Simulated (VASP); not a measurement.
# Na (Im-3m) in VASP: notebook, part 2 of 2

VASP 6.6.1. Earlier steps stand in the parts before.

## 3. Relaxation of volume and atoms at fixed shape, PBE

This run uses another cell than the first one, of 39.26 Å³/atom.

File INCAR:

```
SYSTEM = Na
ALGO = Normal
EDIFF = 1E-7
EDIFFG = -0.03
ENCUT = 500
GGA = PE
GGA_COMPAT = .FALSE.
IBRION = 2
ISIF = 8
ISMEAR = -1
LASPH = .TRUE.
LCHARG = .FALSE.
LREAL = .FALSE.
LWAVE = .FALSE.
NELM = 120
NELMIN = 4
NSW = 60
PREC = Accurate
SIGMA = 0.1
```

File KPOINTS:

```
k-points
0
G
  8 8 8
  0 0 0
```

File POSCAR:

```
Na
1.0
   -2.1410000000      2.1410000000      2.1410000000
    2.1410000000     -2.1410000000      2.1410000000
    2.1410000000      2.1410000000     -2.1410000000
Na
1
Direct
    0.0000000000      0.0000000000      0.0000000000
```

Potentials or basis: VASP PAW PBE potentials, release 64 (Na_pv).

On the command line:

```console
> cat potpaw_PBE.64/Na_pv/POTCAR > POTCAR
> mpirun -np 1 vasp_std > vasp.out
```

OUTCAR:

```text
SYSTEM = Na
   EDIFF = 1E-7
   EDIFFG = -0.03
   ENCUT = 500
   GGA = PE
   IBRION = 2
   ISIF = 8
   ISMEAR = -1
   LASPH = .TRUE.
   LREAL = .FALSE.
   NELM = 120
   NELMIN = 4
   NSW = 60
   PREC = Accurate

 ion  position               nearest neighbor table
   1  0.000  0.000  0.000-

  LATTYP: Found a body centered cubic cell.
 ALAT       =     4.2820000000

  Lattice vectors:

 A1 = (  -2.1410000000,   2.1410000000,   2.1410000000)
 A2 = (   2.1410000000,  -2.1410000000,   2.1410000000)
 A3 = (   2.1410000000,   2.1410000000,  -2.1410000000)

Analysis of symmetry for initial positions (statically):
=====================================================================
 Subroutine PRICEL returns:
 Original cell was already a primitive cell.

 Routine SETGRP: Setting up the symmetry group for a
 body centered cubic supercell.

 Subroutine GETGRP returns: Found 48 space group operations
 (whereof 48 operations were pure point group operations)
 out of a pool of 48 trial point group operations.

The static configuration has the point symmetry O_h .
[... 162 lines left out ...]

  FORCE on cell =-STRESS in cart. coord.  units (eV):
  Direction    XX          YY          ZZ          XY          YZ          ZX
  --------------------------------------------------------------------------------------
  -------------------------------------------------------------------------------------
  Total       -0.0989782     -0.0989782     -0.0989782      0.0000000      0.0000000     -0.0000000
  in kB       -4.0396172     -4.0396172     -4.0396172      0.0000000      0.0000000     -0.0000000
  external PRESSURE =      -4.0396172 kB  Pullay stress =       0.0000000 kB
[... 57 lines left out ...]
--------------------------------------- Ionic step        3  -------------------------------------------

 number of electron       7.0000005 magnetization

 Free energy of the ion-electron system (eV)
  ---------------------------------------------------
  ext. energy  EPLUGINS =         0.00000000
  ---------------------------------------------------
  free energy    TOTEN  =        -1.31260418 eV

  energy without entropy =       -1.29228700  energy(sigma->0) =       -1.30244559

 E-fermi :   0.3667     XC(G=0):  -6.5033

 val. band max:        0.2568385315   @ k =   0.2500   0.2500   0.0000
 cond. band min:       0.5106240187   @ k =   0.3750   0.1250   0.0000
 fundamental gap:      0.2537854872
 Fermi energy:         0.3667028922

 k-point     1 :       0.0000    0.0000    0.0000
  band No.  band energies     occupation
      1     -24.5714      2.00000
      2     -24.5714      2.00000
      3     -24.5714      2.00000
      4      -2.9489      2.00000
      5      12.0650      0.00000
      6      12.0650      0.00000
      7      12.0650      0.00000
[... 221 lines left out ...]
 k-point    24 :      -0.3750    0.3750    0.2500
  band No.  band energies     occupation
      1     -24.5980      2.00000
      2     -24.5885      2.00000
      3     -24.5847      2.00000
      4       0.5172      0.36326
      5       4.5667      0.00000
      6       6.3828      0.00000
      7       7.0191      0.00000

 [... further k-points ...]
[... 5 lines left out ...]
  --------------------------------------------------------------------------------------
  -------------------------------------------------------------------------------------
  Total        0.0023006      0.0023006      0.0023006      0.0000000      0.0000000      0.0000000
  in kB        0.0994676      0.0994676      0.0994676      0.0000000      0.0000000      0.0000000
  external PRESSURE =       0.0994676 kB  Pullay stress =       0.0000000 kB
[... 16 lines left out ...]
  FREE ENERGIE OF THE ION-ELECTRON SYSTEM (eV)
  ---------------------------------------------------
  free  energy   TOTEN  =        -1.3126041804 eV

  energy  without entropy=       -1.2922870040  energy(sigma->0) =       -1.30244559

 reached required accuracy - stopping structural energy minimisation
```

It took 15 s on 1 thread of Intel Xeon Platinum 8259CL at 2.50GHz (Skylake/Cascade Lake), shared host; peak memory 0.14 GiB.

Results:

```
Free energy                           : -1.3126 eV
Relaxed volume                        : 37.06 Å³/atom
Relaxed cell                          : a = 3.638 Å, b = 3.638 Å, c = 3.638 Å, α = 109.47°, β = 109.47°, γ = 109.47°
Space group after relaxing (to 0.1 Å) : Im-3m (No. 229)
Energy gained by relaxing             : 2.7 meV/atom
Ionic steps                           : 3
Pressure after relaxing               : 0.0 GPa
Band gap on the k mesh                : zero (an odd number of electrons rules out a gap without spin polarisation)
```

Step by step:
```csv
step,energy change (eV),largest force (eV/Å),pressure (GPa),volume (Å³)
1,0.0000,0.0000,-0.40,39.26
2,-0.0012,0.0000,-0.31,38.70
3,-0.0027,0.0000,0.01,37.06
```

Final structure:
```
CELL_PARAMETERS angstrom
-2.10025 2.10025 2.10025
2.10025 -2.10025 2.10025
2.10025 2.10025 -2.10025
ATOMIC_POSITIONS crystal
Na 0.00000 0.00000 0.00000
```

The gap in the log of VASP goes by the Fermi energy; the results here count the filled bands.